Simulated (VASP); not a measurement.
# Al3Sb2P (P4/mmm) in VASP: relaxation of cell and atoms with PBE

Aim: the relaxation of cell and atoms of Al3Sb2P with PBE.

All numbers are computed with VASP 6.6.1; they aren't measurements. Logs are shortened: lines on timing, memory, paths and dates and some standing lists are left out, and cuts for length are marked.

**1. The cell of the first run**

Symmetry: P4/mmm, No. 123, tetragonal system. The conventional cell has a = 3.340 Å, b = 3.340 Å, c = 10.670 Å, α = 90.00°, β = 90.00°, γ = 90.00°. Within 3.6 Å of Al (site symmetry 4mm) lie 5 Al at 2.70 to 3.34 Å and 4 P at 2.72 Å and 4 Sb at 3.14 Å. Al (site symmetry 4/mmm) has 8 Sb at 3.04 Å and 6 Al at 3.34 to 3.99 Å within 4.0 Å. Within 4.0 Å of Sb (site symmetry 4mm) lie 8 Al at 3.04 to 3.14 Å and 5 Sb at 3.34 to 3.84 Å and 1 P at 3.41 Å. P (site symmetry 4/mmm) has 8 Al at 2.72 Å and 4 P at 3.34 Å and 2 Sb at 3.41 Å within 3.6 Å.

The cell was generated, and may not be a known phase.

**2. Relaxation of cell and atoms, PBE**

Input file INCAR:

```
SYSTEM = Al3Sb2P
ALGO = Normal ; EDIFF = 1E-7
EDIFFG = -0.01 ; ENCUT = 600
GGA = PE ; IBRION = 2
ISIF = 3 ; ISMEAR = 0
LASPH = .True. ; LCHARG = .False.
LREAL = .False. ; LWAVE = .False.
NELM = 100 ; NSW = 100
PREC = Accurate ; SIGMA = 0.1
```

Input file KPOINTS:

```
k-points
0
Gamma
  12 12 4
  0 0 0
```

Input file POSCAR:

```
Al3Sb2P
1.0
    3.3402633592      0.0000000000      0.0000000000
    0.0000000000      3.3402633592      0.0000000000
    0.0000000000      0.0000000000     10.6701184964
Al Sb P
3 2 1
Direct
    0.5000000000      0.5000000000      0.1263312379
    0.5000000000      0.5000000000      0.5000000000
    0.5000000000      0.5000000000      0.8736687621
    0.0000000000      0.0000000000      0.3200375449
    0.0000000000      0.0000000000      0.6799624551
    0.0000000000      0.0000000000      0.0000000000
```

Potentials or basis: VASP PAW PBE potentials, release 64 (Al, Sb, P).

The run is started by

```
cat potpaw_PBE.64/Al/POTCAR potpaw_PBE.64/Sb/POTCAR potpaw_PBE.64/P/POTCAR > POTCAR
mpirun -np 1 vasp_std > vasp.out
```

OUTCAR:

```text
SYSTEM = Al3Sb2P
   EDIFF = 1E-7
   EDIFFG = -0.01
   ENCUT = 600
   GGA = PE
   IBRION = 2
   ISIF = 3
   ISMEAR = 0
   LASPH = .True.
   LREAL = .False.
   NELM = 100
   NSW = 100
   PREC = Accurate

 ion  position               nearest neighbor table
   1  0.500  0.500  0.126-   3 2.70   6 2.72   6 2.72   6 2.72   6 2.72   4 3.14   4 3.14   4 3.14
                             4 3.14
   2  0.500  0.500  0.500-   4 3.04   5 3.04   4 3.04   5 3.04   4 3.04   5 3.04   4 3.04   5 3.04

   3  0.500  0.500  0.874-   1 2.70   6 2.72   6 2.72   6 2.72   6 2.72   5 3.14   5 3.14   5 3.14
                             5 3.14
   4  0.000  0.000  0.320-   2 3.04   2 3.04   2 3.04   2 3.04   1 3.14   1 3.14   1 3.14   1 3.14

   5  0.000  0.000  0.680-   2 3.04   2 3.04   2 3.04   2 3.04   3 3.14   3 3.14   3 3.14   3 3.14

   6  0.000  0.000  0.000-   1 2.72   3 2.72   1 2.72   3 2.72   1 2.72   3 2.72   1 2.72   3 2.72

  LATTYP: Found a simple tetragonal cell.
 ALAT       =     3.3402633592
 C/A-ratio  =     3.1943943782

  Lattice vectors:

 A1 = (   3.3402633592,   0.0000000000,   0.0000000000)
 A2 = (   0.0000000000,   3.3402633592,   0.0000000000)
 A3 = (   0.0000000000,   0.0000000000,  10.6701184964)

Analysis of symmetry for initial positions (statically):
=====================================================================
 Subroutine PRICEL returns:
 Original cell was already a primitive cell.

 Routine SETGRP: Setting up the symmetry group for a
 simple tetragonal supercell.

 Subroutine GETGRP returns: Found 16 space group operations
 (whereof 16 operations were pure point group operations)
 out of a pool of 16 trial point group operations.

The static configuration has the point symmetry D_4h.

Analysis of symmetry for dynamics (positions and initial velocities):
=====================================================================
 Subroutine PRICEL returns:
 Original cell was already a primitive cell.

 Routine SETGRP: Setting up the symmetry group for a
 simple tetragonal supercell.

 Subroutine GETGRP returns: Found 16 space group operations
 (whereof 16 operations were pure point group operations)
 out of a pool of 16 trial point group operations.

The dynamic configuration has the point symmetry D_4h.

 Subroutine INISYM returns: Found 16 space group operations
 (whereof 16 operations are pure point group operations),
 and found     1 'primitive' translations

----------------------------------------------------------------------------------------

                                     Primitive cell

  volume of cell :     119.0503

  direct lattice vectors                    reciprocal lattice vectors
     3.340263359  0.000000000  0.000000000     0.299377592  0.000000000  0.000000000
     0.000000000  3.340263359  0.000000000     0.000000000  0.299377592  0.000000000
     0.000000000  0.000000000 10.670118496     0.000000000  0.000000000  0.093719671

  length of vectors
     3.340263359  3.340263359 10.670118496     0.299377592  0.299377592  0.093719671

  position of ions in fractional coordinates (direct lattice)
     0.500000000  0.500000000  0.126331238
     0.500000000  0.500000000  0.500000000
     0.500000000  0.500000000  0.873668762
     0.000000000  0.000000000  0.320037545
     0.000000000  0.000000000  0.679962455
     0.000000000  0.000000000  0.000000000

  ion indices of the primitive-cell ions
   primitive index   ion index
                 1           1
                 2           2
                 3           3
                 4           4
                 5           5
                 6           6

----------------------------------------------------------------------------------------

 KPOINTS: k-points

Automatic generation of k-mesh.
 Grid dimensions read from file:
 generate k-points for:   12   12    4

 Generating k-lattice:

  Cartesian coordinates                     Fractional coordinates (reciprocal lattice)
     0.024948133  0.000000000  0.000000000     0.083333333  0.000000000  0.000000000
     0.000000000  0.024948133  0.000000000     0.000000000  0.083333333  0.000000000
     0.000000000  0.000000000  0.023429918     0.000000000  0.000000000  0.250000000

  Length of vectors
     0.024948133  0.024948133  0.023429918

  Shift w.r.t. Gamma in fractional coordinates (k-lattice)
     0.000000000  0.000000000  0.000000000

 Subroutine IBZKPT returns following result:
 ===========================================

 Found     84 irreducible k-points:

 Following reciprocal coordinates:
            Coordinates               Weight
  0.000000  0.000000  0.000000      1.000000
  0.083333  0.000000  0.000000      4.000000
  0.166667  0.000000  0.000000      4.000000
  0.250000  0.000000  0.000000      4.000000
  0.333333  0.000000  0.000000      4.000000
  0.416667  0.000000  0.000000      4.000000
[... 16 lines left out ...]
  0.333333  0.333333  0.000000      4.000000
  0.416667  0.333333  0.000000      8.000000
 [... further k-points ...]
   k-points           NKPTS =     84   k-points in BZ     NKDIM =     84   number of bands    NBANDS=     16
   number of dos      NEDOS =    301   number of ions     NIONS =      6
   total plane-waves  NPLWV =  70560
   dimension x,y,z NGX =    28 NGY =   28 NGZ =   90
   dimension x,y,z NGXF=    56 NGYF=   56 NGZF=  180
   ions per type =               3   2   1
   NGX,Y,Z   is equivalent  to a cutoff of  13.94, 13.94, 14.02 a.u.
   NGXF,Y,Z  is equivalent  to a cutoff of  27.87, 27.87, 28.04 a.u.
 SYSTEM =  Al3Sb2P
   PREC   = accura    normal or accurate (medium, high low for compatibility)
   ISTART =      0    job   : 0-new  1-cont  2-samecut
   ICHARG =      2    charge: 1-file 2-atom 10-const
   ISPIN  =      1    spin polarized calculation?
   LNONCOLLINEAR =      F non collinear calculations
   LSORBIT =      F    spin-orbit coupling
   LASPH  =      T    aspherical Exc in radial PAW
   ENCUT  =  600.0 eV  44.10 Ry    6.64 a.u.   6.67  6.67 21.31*2*pi/ulx,y,z
   NELM   =    100;   NELMIN=  2; NELMDL= -5     # of ELM steps
   EDIFF  = 0.1E-06   stopping-criterion for ELM
   LREAL  =      F    real-space projection
   EDIFFG = -.1E-01   stopping-criterion for IOM
   NSW    =    100    number of steps for IOM
   IBRION =      2    ionic relax: 0-MD 1-quasi-New 2-CG
   NFREE  =      1    steps in history (QN), initial steepest desc. (CG)
   ISIF   =      3    stress and relaxation
   ISYM   =      2    0-nonsym 1-usesym 2-fastsym
   POTIM  = 0.5000    time-step for ionic-motion
   TEBEG  =    0.0;   TEEND  =   0.0 temperature during run
   PSTRESS=    0.0 pullay stress
   NELECT =      24.0000    total number of electrons
   NUPDOWN=      -1.0000    fix difference up-down
   EMIN   =  10.00;   EMAX   =-10.00  energy-range for DOS
   EFERMI =   0.00;   METHOD = LEGACY
   ISMEAR =     0;   SIGMA  =   0.10  broadening in eV -4-tet -1-fermi 0-gaus
   EFERMI_NEDOS =   21; number of points for ismear=-14 and -15
   IALGO  =     38    algorithm
   IMIX   =      4    mixing-type and parameters
     AMIX     =   0.40;   BMIX     =  1.00
     AMIX_MAG =   1.60;   BMIX_MAG =  1.00
  volume/ion in A,a.u.               =      19.84       133.90
  Fermi-wavevector in a.u.,A,eV,Ry     =   0.959920  1.813986 12.537039  0.921446
  Thomas-Fermi vector in A             =   2.089159
   LORBIT       =      0    0 simple, 1 ext, 2 COOP (PROOUT), +10 PAW based schemes
   GGA     = PE    functional components
   LHFCALC =     F    Hartree Fock is set to
   AEXX    =    0.0000 exact exchange contribution
   IVDW    =     0    specifies the selected vdW correction
   LEPSILON=     F    determine dielectric tensor
   LRPA    =     F    only Hartree local field effects (RPA)
 conjugate gradient relaxation of ions
 non-spin polarized calculation
 Gauss-broadening in eV      SIGMA  =   0.10
  energy-cutoff  :      600.00
  volume of cell :      119.05
 maximum number of plane-waves:      4007
 NGX is ok and might be reduce to    28
   NGX = 13   NGY = 13   NGZ = 43

--------------------------------------- Ionic step        1  -------------------------------------------

 number of electron      24.0000000 magnetization

 Free energy of the ion-electron system (eV)
  ---------------------------------------------------
  ext. energy  EPLUGINS =         0.00000000
  ---------------------------------------------------
  free energy    TOTEN  =       -23.93991263 eV

  energy without entropy =      -23.92502332  energy(sigma->0) =      -23.93246797

------------------------ aborting loop because EDIFF is reached ----------------------------------------

  FORCE on cell =-STRESS in cart. coord.  units (eV):
  Direction    XX          YY          ZZ          XY          YZ          ZX
  --------------------------------------------------------------------------------------
  -------------------------------------------------------------------------------------
  Total       -0.1143201     -0.1143201      1.4728058      0.0000000      0.0000000     -0.0000000
  in kB       -1.5385172     -1.5385172     19.8209927      0.0000000      0.0000000     -0.0000000
  external PRESSURE =       5.5813194 kB  Pullay stress =       0.0000000 kB
[... 101 lines left out ...]
  FREE ENERGIE OF THE ION-ELECTRON SYSTEM (eV)
  ---------------------------------------------------
  free  energy   TOTEN  =       -23.9638838648 eV

  energy  without entropy=      -23.9488727076  energy(sigma->0) =      -23.95637829

[... ionic steps 4 to 10 ...]

--------------------------------------- Ionic step       11  -------------------------------------------

 number of electron      24.0000000 magnetization

------------------------ aborting loop because EDIFF is reached ----------------------------------------
[... 75 lines left out ...]
--------------------------------------- Ionic step       13  -------------------------------------------

 number of electron      24.0000000 magnetization

 Free energy of the ion-electron system (eV)
  ---------------------------------------------------
  ext. energy  EPLUGINS =         0.00000000
  ---------------------------------------------------
  free energy    TOTEN  =       -23.98581170 eV

  energy without entropy =      -23.97451249  energy(sigma->0) =      -23.98016209

 E-fermi :   8.1802     XC(G=0): -10.2587

 val. band max:        8.1764739471   @ k =   0.2500   0.0000   0.2500
 cond. band min:       8.1941827760   @ k =   0.5000   0.0000   0.5000
 fundamental gap:      0.0177088289
 Fermi energy:         8.1802446624

 k-point     1 :       0.0000    0.0000    0.0000
  band No.  band energies     occupation
      1      -4.9036      2.00000
      2      -3.7331      2.00000
      3      -3.4393      2.00000
      4       1.1997      2.00000
      5       1.3011      2.00000
      6       6.1703      2.00000
[... 433 lines left out ...]
      3      -0.1555      2.00000
      4       1.7782      2.00000
      5       3.2868      2.00000
      6       3.5935      2.00000
[... 8 lines left out ...]
     15       8.6235      0.00000
     16       9.1420      0.00000

 [... further k-points ...]

------------------------ aborting loop because EDIFF is reached ----------------------------------------

  FORCE on cell =-STRESS in cart. coord.  units (eV):
  Direction    XX          YY          ZZ          XY          YZ          ZX
  --------------------------------------------------------------------------------------
  -------------------------------------------------------------------------------------
  Total       -0.0225335     -0.0225335     -0.0102469      0.0000000      0.0000000      0.0000000
  in kB       -0.2983517     -0.2983517     -0.1356720      0.0000000      0.0000000      0.0000000
  external PRESSURE =      -0.2441252 kB  Pullay stress =       0.0000000 kB
[... 21 lines left out ...]
  FREE ENERGIE OF THE ION-ELECTRON SYSTEM (eV)
  ---------------------------------------------------
  free  energy   TOTEN  =       -23.9858116956 eV

  energy  without entropy=      -23.9745124937  energy(sigma->0) =      -23.98016209

 reached required accuracy - stopping structural energy minimisation
```

Wall time 14 min (1 thread of Intel Xeon 6975P-C (Granite Rapids), shared host); peak memory 0.41 GiB.

What came out:

```yaml
Free_energy: -23.9858 eV
Relaxed_volume: 20.17 Å³/atom
Relaxed_cell: a = 3.302 Å, b = 3.302 Å, c = 11.100 Å, α = 90.00°, β = 90.00°, γ = 90.00°
Space_group_after_relaxing_to_0.1_Å: P4/mmm (No. 123)
Energy_gained_by_relaxing: 7.6 meV/atom
Ionic_steps: 13
Pressure_after_relaxing: 0.0 GPa
Largest_force_after_relaxing: 0.005 eV/Å
```

Forces in eV/Å, atoms in the order of the input:
```
Al   0.000  0.000  0.005
Al   0.000  0.000  0.000
Al   0.000  0.000 -0.005
Sb   0.000  0.000 -0.004
Sb   0.000  0.000  0.004
P    0.000  0.000  0.000
```

Step by step:
| step | energy change (eV) | largest force (eV/Å) | pressure (GPa) | volume (Å³) |
| --- | --- | --- | --- | --- |
| 1 | 0.0000 | 0.1440 | 0.56 | 119.05 |
| 2 | -0.0157 | 0.2166 | -0.07 | 120.24 |
| 3 | -0.0240 | 0.2895 | -0.97 | 122.16 |
| 4 | -0.0342 | 0.2325 | -0.63 | 121.73 |
| 5 | -0.0403 | 0.1442 | -0.15 | 121.17 |
| 6 | -0.0403 | 0.1357 | -0.10 | 121.12 |
| 7 | -0.0430 | 0.0848 | -0.01 | 120.96 |
| 8 | -0.0444 | 0.0694 | 0.11 | 120.73 |
| 9 | -0.0449 | 0.0552 | 0.00 | 120.93 |
| 10 | -0.0452 | 0.0157 | -0.31 | 121.51 |
| 11 | -0.0453 | 0.0297 | -0.20 | 121.30 |
| 12 | -0.0457 | 0.0186 | -0.12 | 121.17 |
| 13 | -0.0459 | 0.0045 | -0.02 | 121.01 |

Final structure:
```cif
data_structure
_symmetry_space_group_name_H-M 'P 1'
_symmetry_Int_Tables_number 1
_cell_length_a 3.3017
_cell_length_b 3.3017
_cell_length_c 11.1002
_cell_angle_alpha 90.000
_cell_angle_beta 90.000
_cell_angle_gamma 90.000
_cell_volume 121.01
loop_
_atom_site_label
_atom_site_type_symbol
_atom_site_fract_x
_atom_site_fract_y
_atom_site_fract_z
_atom_site_occupancy
Al1 Al 0.50000 0.50000 0.12058 1
Al2 Al 0.50000 0.50000 0.50000 1
Al3 Al 0.50000 0.50000 0.87942 1
Sb1 Sb 0.00000 0.00000 0.31797 1
Sb2 Sb 0.00000 0.00000 0.68203 1
P1 P 0.00000 0.00000 0.00000 1
```

Caveat: the highest band is partly filled, so the run has too few bands; spin-orbit coupling is left out, which moves the levels of the heavy elements.
